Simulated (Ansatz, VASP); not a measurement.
**One calculation of AlN, two programs**

```xyz
4
Lattice="3.0887 0.0000 0.0000 -1.5444 2.6749 0.0000 0.0000 0.0000 4.9438" Properties=species:S:1:pos:R:3 pbc="T T T"
Al   -0.0344    1.8693    0.0075
Al    1.5788    0.8056    2.4794
N     0.0307    1.7065    1.8958
N     1.5137    0.9684    4.3677
```

Change from the starting cell: mode 4 frozen in at -0.034 Å and mode 5 at +0.086 Å (largest displacements).

Alike in both runs: task single point; functional LDA; k mesh 9 × 9 × 6; occupations gaussian, width 0.05 eV; no spin polarisation.

|  | VASP | Ansatz |
| --- | --- | --- |
| version | VASP 6.6.1 | Ansatz 0.2.0 |
| potentials or method | VASP PAW LDA potentials, release 64 (Al, N), cutoff 520 eV | scalar-relativistic, plane waves, PAW |
| valence electrons in the cell | 16 | 16 |

|  | VASP | Ansatz | Ansatz less VASP |
| --- | --- | --- | --- |
| gap on the k mesh at the Fermi level (eV) | 4.32 | 4.31 | -0.005 |
| least direct gap on the mesh (eV) | 4.32 | 4.31 | -0.005 |
| pressure (GPa) | 0.3 | -0.2 | -0.59 |
| traceless stress, the component that is largest in VASP (GPa) | -0.71 | -0.75 | -0.040 |
| rms of the force components (eV/Å) | 0.245 | 0.245 | 0.0000 |

LDA's correlation is that of Perdew and Zunger in VASP and of Perdew and Wang (1992) in Ansatz. Atom by atom the forces differ by 0.002 eV/Å (rms over components).
